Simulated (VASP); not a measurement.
# Sr (Pm-3m) in VASP: single point with PBEsol

Aim: the single point of Sr with PBEsol.

Everything below comes from runs of VASP 6.6.1. Logs are shortened: lines on timing, memory, paths and dates and some standing lists are left out, and cuts for length are marked.

**1. The cell of the first run**

It takes space group Pm-3m (No. 221, cubic). Conventional cell: a = 3.789 Å, b = 3.789 Å, c = 3.789 Å, α = 90.00°, β = 90.00°, γ = 90.00°. Sr (site symmetry m-3m) has 6 Sr at 3.79 Å within 5.0 Å.

This isn't the form of Sr at room conditions, which is fcc.

**2. Single point, PBEsol**

INCAR reads:

```
PREC = Accurate
ENCUT = 520
EDIFF = 1E-6
ISMEAR = -1
SIGMA = 0.13605693000000002
LREAL = F
LASPH = T
NELM = 100
ALGO = Normal
ISIF = 2
LWAVE = F
LCHARG = T
GGA = PS
LELF = T
LVHAR = T
NBANDS = 11
```

KPOINTS reads:

```
Automatic mesh
0
Gamma
  9 9 9
```

POSCAR reads:

```
Sr
1.0
    3.7894676027      0.0000000000      0.0000000000
    0.0000000000      3.7894676027      0.0000000000
    0.0000000000      0.0000000000      3.7894676027
Sr
1
Direct
    0.0000000000      0.0000000000      0.0000000000
```

Potentials or basis: VASP PAW PBE potentials, release 64 (Sr_sv).

Run with:

```console
cat potpaw_PBE.64/Sr_sv/POTCAR > POTCAR
mpirun -np 1 vasp_std > vasp.out
```

OUTCAR:

```text
PREC = Accurate
   ENCUT = 520
   EDIFF = 1E-6
   ISMEAR = -1
   LREAL = F
   LASPH = T
   NELM = 100
   ISIF = 2
   GGA = PS

 ion  position               nearest neighbor table
   1  0.000  0.000  0.000-

  LATTYP: Found a simple cubic cell.
 ALAT       =     3.7894676027

  Lattice vectors:

 A1 = (   3.7894676027,   0.0000000000,   0.0000000000)
 A2 = (   0.0000000000,   3.7894676027,   0.0000000000)
 A3 = (   0.0000000000,   0.0000000000,   3.7894676027)

Analysis of symmetry for initial positions (statically):
=====================================================================
 Subroutine PRICEL returns:
 Original cell was already a primitive cell.

 Routine SETGRP: Setting up the symmetry group for a
 simple cubic supercell.

 Subroutine GETGRP returns: Found 48 space group operations
 (whereof 48 operations were pure point group operations)
 out of a pool of 48 trial point group operations.

The static configuration has the point symmetry O_h .

Analysis of symmetry for dynamics (positions and initial velocities):
=====================================================================
 Subroutine PRICEL returns:
 Original cell was already a primitive cell.

 Routine SETGRP: Setting up the symmetry group for a
 simple cubic supercell.

 Subroutine GETGRP returns: Found 48 space group operations
 (whereof 48 operations were pure point group operations)
 out of a pool of 48 trial point group operations.

The dynamic configuration has the point symmetry O_h .

 Subroutine INISYM returns: Found 48 space group operations
 (whereof 48 operations are pure point group operations),
 and found     1 'primitive' translations

----------------------------------------------------------------------------------------

                                     Primitive cell

  volume of cell :      54.4170

  direct lattice vectors                    reciprocal lattice vectors
     3.789467603  0.000000000  0.000000000     0.263889312  0.000000000  0.000000000
     0.000000000  3.789467603  0.000000000     0.000000000  0.263889312  0.000000000
     0.000000000  0.000000000  3.789467603     0.000000000  0.000000000  0.263889312

  length of vectors
     3.789467603  3.789467603  3.789467603     0.263889312  0.263889312  0.263889312

  position of ions in fractional coordinates (direct lattice)
     0.000000000  0.000000000  0.000000000

  ion indices of the primitive-cell ions
[... 72 lines left out ...]
   ENCUT  =  520.0 eV  38.22 Ry    6.18 a.u.   7.05  7.05  7.05*2*pi/ulx,y,z
   NELM   =    100;   NELMIN=  2; NELMDL= -5     # of ELM steps
   EDIFF  = 0.1E-05   stopping-criterion for ELM
   LREAL  =      F    real-space projection
   EDIFFG = 0.1E-04   stopping-criterion for IOM
   NSW    =      0    number of steps for IOM
   IBRION =     -1    ionic relax: 0-MD 1-quasi-New 2-CG
   NFREE  =      0    steps in history (QN), initial steepest desc. (CG)
   ISIF   =      2    stress and relaxation
   ISYM   =      2    0-nonsym 1-usesym 2-fastsym
   POTIM  = 0.5000    time-step for ionic-motion
   TEBEG  =    0.0;   TEEND  =   0.0 temperature during run
   PSTRESS=    0.0 pullay stress
   NELECT =      10.0000    total number of electrons
   NUPDOWN=      -1.0000    fix difference up-down
   EMIN   =  10.00;   EMAX   =-10.00  energy-range for DOS
   EFERMI =   0.00;   METHOD = LEGACY
   ISMEAR =    -1;   SIGMA  =   0.14  broadening in eV -4-tet -1-fermi 0-gaus
   EFERMI_NEDOS =   21; number of points for ismear=-14 and -15
   IALGO  =     38    algorithm
   IMIX   =      4    mixing-type and parameters
     AMIX     =   0.40;   BMIX     =  1.00
     AMIX_MAG =   1.60;   BMIX_MAG =  1.00
  volume/ion in A,a.u.               =      54.42       367.22
  Fermi-wavevector in a.u.,A,eV,Ry     =   0.930743  1.758850 11.786500  0.866283
  Thomas-Fermi vector in A             =   2.057164
   LORBIT       =      0    0 simple, 1 ext, 2 COOP (PROOUT), +10 PAW based schemes
   GGA     = PS    functional components
   LHFCALC =     F    Hartree Fock is set to
   AEXX    =    0.0000 exact exchange contribution
   IVDW    =     0    specifies the selected vdW correction
   LEPSILON=     F    determine dielectric tensor
   LRPA    =     F    only Hartree local field effects (RPA)
 non-spin polarized calculation
  energy-cutoff  :      520.00
  volume of cell :       54.42
 maximum number of plane-waves:      1482
   NGX = 15   NGY = 15   NGZ = 15

 number of electron      10.0000000 magnetization

 Free energy of the ion-electron system (eV)
  ---------------------------------------------------
  ext. energy  EPLUGINS =         0.00000000
  ---------------------------------------------------
  free energy    TOTEN  =        -1.48482979 eV

  energy without entropy =       -1.40714053  energy(sigma->0) =       -1.44598516

 E-fermi :   1.3937     XC(G=0):  -7.4488

 val. band max:        1.2045225903   @ k =   0.4444   0.4444   0.2222
 cond. band min:       1.4127536847   @ k =   0.4444   0.1111   0.0000
 fundamental gap:      0.2082310944
 Fermi energy:         1.3936705530

 k-point     1 :       0.0000    0.0000    0.0000
  band No.  band energies     occupation
      1     -35.2805      2.00000
      2     -17.1310      2.00000
      3     -17.1310      2.00000
      4     -17.1310      2.00000
      5      -2.0952      2.00000
      6       2.0669      0.01409
      7       2.0669      0.01409
      8       6.5216      0.00000
      9       6.5216      0.00000
     10       6.5216      0.00000
     11       9.0138      0.00000
[... 309 lines left out ...]
 k-point    24 :       0.4444    0.3333    0.1111
  band No.  band energies     occupation
      1     -35.2400      2.00000
      2     -17.4134      2.00000
      3     -17.3369      2.00000
      4     -17.1194      2.00000
      5       0.9522      1.92498
      6       1.8247      0.08079
      7       3.3809      0.00000
      8       3.6576      0.00000
      9       5.0958      0.00000
     10       5.2389      0.00000
     11       7.9341      0.00000

 [... further k-points ...]
[... 5 lines left out ...]
  --------------------------------------------------------------------------------------
  -------------------------------------------------------------------------------------
  Total       -0.0155384     -0.0155384     -0.0155384     -0.0000000     -0.0000000      0.0000000
  in kB       -0.4574914     -0.4574914     -0.4574914     -0.0000000     -0.0000000      0.0000000
  external PRESSURE =      -0.4574914 kB  Pullay stress =       0.0000000 kB

 VOLUME and BASIS-vectors are now :
 -----------------------------------------------------------------------------
  energy-cutoff  :      520.00
  volume of cell :       54.42
      direct lattice vectors                 reciprocal lattice vectors
     3.789467603  0.000000000  0.000000000     0.263889312  0.000000000  0.000000000
     0.000000000  3.789467603  0.000000000     0.000000000  0.263889312  0.000000000
     0.000000000  0.000000000  3.789467603     0.000000000  0.000000000  0.263889312

 POSITION                                       TOTAL-FORCE (eV/Angst)
 -----------------------------------------------------------------------------------
      0.00000      0.00000      0.00000         0.000000      0.000000      0.000000
 -----------------------------------------------------------------------------------
    total drift:                               -0.000000      0.000000     -0.000000

  FREE ENERGIE OF THE ION-ELECTRON SYSTEM (eV)
  ---------------------------------------------------
  free  energy   TOTEN  =        -1.4848297942 eV

  energy  without entropy=       -1.4071405339  energy(sigma->0) =       -1.44598516
```

OSZICAR:

```text
N       E                     dE             d eps       ncg     rms          rms(c)
DAV:   1     0.341290941577E+02    0.34129E+02   -0.47884E+03   770   0.776E+02
DAV:   2     0.747574682075E-01   -0.34054E+02   -0.33375E+02   926   0.147E+02
DAV:   3    -0.140530815448E+01   -0.14801E+01   -0.14598E+01  1099   0.230E+01
DAV:   4    -0.149329939460E+01   -0.87991E-01   -0.87764E-01  1026   0.479E+00
DAV:   5    -0.149499144408E+01   -0.16920E-02   -0.16919E-02  1107   0.593E-01    0.120E+01
DAV:   6    -0.148918790000E+01    0.58035E-02   -0.75361E-03  1103   0.901E-01    0.679E+00
DAV:   7    -0.148481372621E+01    0.43742E-02   -0.15269E-02  1002   0.119E+00    0.246E-01
DAV:   8    -0.148480783261E+01    0.58936E-05   -0.11242E-03  1154   0.193E-01    0.104E-01
DAV:   9    -0.148482779157E+01   -0.19959E-04   -0.32143E-05   973   0.442E-02    0.301E-02
DAV:  10    -0.148482994714E+01   -0.21556E-05   -0.67397E-06  1011   0.209E-02    0.354E-03
DAV:  11    -0.148482979422E+01    0.15293E-06   -0.21143E-07   529   0.300E-03
   1 F= -.14848298E+01 E0= -.14459852E+01  d E =-.776893E-01
```

stdout:

```text
POSCAR found type information on POSCAR Sr
 POSCAR found :  1 types and       1 ions
 scaLAPACK will be used
 -----------------------------------------------------------------------------
|                                                                             |
|                                                                             |
|     You enforced a specific xc type in the INCAR file but a different       |
|     I HOPE YOU KNOW WHAT YOU ARE DOING!                                     |
|                                                                             |
 -----------------------------------------------------------------------------

 LDA part: xc-table for (Slater+PW92), standard interpolation
 POSCAR, INCAR and KPOINTS ok, starting setup
 FFT: planning ... GRIDC
 FFT: planning ... GRID_SOFT
 FFT: planning ... GRID
 WAVECAR not read
 entering main loop
```

Wall time 16 s (1 thread of Intel Xeon Platinum 8488C (Sapphire Rapids), shared host); peak memory 0.16 GiB.

Results:

```yaml
Free_energy: -1.4848 eV
Pressure: 0.0 GPa
Band_gap_on_the_k_mesh: zero (bands 5 and 6 overlap by 0.39 eV)
```

Caveat: the PAW data sets were made with another functional, which shifts forces and pressure a little.
